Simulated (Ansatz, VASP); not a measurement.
## One calculation of ZnS, two programs

```
Zn S
1.0
     0.00000    2.64838    2.64838
     2.64838    0.00000    2.64838
     2.64838    2.64838    0.00000
Zn S
1 1
Direct
  0.00000 0.00000 0.00000
  0.75000 0.75000 0.75000
```

Alike in both runs: functional LDA; k mesh 10 × 10 × 10; occupations gaussian, width 0.02 eV; no spin polarisation.

Ansatz relaxed the structure, and its values are those at the end. VASP's run is a single point on that final structure, the one shown.

```csv
,VASP,Ansatz
version,VASP 6.6.1,Ansatz 0.2.0
potentials or method,"VASP PAW LDA potentials, release 64 (Zn, S), cutoff 520 eV","scalar-relativistic, plane waves, PAW"
valence electrons in the cell,18,18
```

|  | VASP | Ansatz | Ansatz less VASP |
| --- | --- | --- | --- |
| gap on the k mesh at the Fermi level (eV) | 2.16 | 2.12 | -0.041 |
| least direct gap on the mesh (eV) | 2.16 | 2.12 | -0.041 |
| pressure (GPa) | 0.2 | 0.0 | -0.24 |

Ansatz warns that its potentials were made for another functional, while VASP's fit it. LDA's correlation is that of Perdew and Zunger in VASP and of Perdew and Wang (1992) in Ansatz.
